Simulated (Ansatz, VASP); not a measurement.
GaP in VASP and in Ansatz

The input INCAR:

```
PREC     = Accurate       # precision mode
ENCUT    = 520            # plane-wave cutoff, eV
EDIFF    = 1E-6           # SCF threshold, eV
ISMEAR   = -1             # smearing method
SIGMA    = 0.1            # smearing width, eV
LREAL    = F              # projectors in reciprocal space
LASPH    = T              # aspherical terms in the spheres
NELM     = 60             # most SCF steps
ALGO     = Normal         # electronic algorithm
ISIF     = 2              # what is computed and relaxed
LWAVE    = F              # write WAVECAR
LCHARG   = F              # write CHGCAR
GGA      = PE             # functional
NBANDS   = 16             # bands
```

The input KPOINTS:

```
Automatic mesh
0
Gamma
  14 14 14
```

Contents of POSCAR:

```
GaP
1.0
    0.0000000000      2.3951197346      2.3951197346
    2.3951197346      0.0000000000      2.3951197346
    2.3951197346      2.3951197346      0.0000000000
Ga P
1 1
Direct
    0.0000000000      0.0000000000      0.0000000000
    0.5000000000      0.5000000000      0.5000000000
```

Input for Ansatz:

```yaml
crystal:
  lattice:
    - [0.0, 2.3951197346, 2.3951197346]
    - [2.3951197346, 0.0, 2.3951197346]
    - [2.3951197346, 2.3951197346, 0.0]
  atoms:
    - { symbol: Ga, position: [0.0, 0.0, 0.0] }
    - { symbol: P, position: [0.5, 0.5, 0.5] }
kpoints:
  mp_grid: { grid: [14, 14, 14] }
scf:
  occupations: { method: fermi_dirac, width: 0.1 }
hamiltonian:
  xc: pbe
  pseudopotentials: { kind: paw }
output:
  forces: true
  stress: true
  eigenvalues: true
  populations: true
```

Change from the starting cell: volume scaled by 0.8, PAW files.

Alike in both runs: task single point; functional PBE; k mesh 14 × 14 × 14; occupations fermi-dirac, width 0.1 eV; no spin polarisation.

```csv
,VASP,Ansatz
version,VASP 6.6.1,Ansatz 0.2.0
potentials or method,"VASP PAW PBE potentials, release 64 (Ga_d, P)","PAW with Ansatz's default frozen-core files, scalar-relativistic"
plane-wave cutoff (eV),520,420
valence electrons in the cell,18,18
```

|  | VASP | Ansatz | Ansatz less VASP |
| --- | --- | --- | --- |
| pressure (GPa) | 32.6 | 32.6 | -0.04 |

Both programs put the cell under a high pressure, so it lies far from rest at this level. The functional is the same, so the differences come from potentials, cutoffs and numerics.
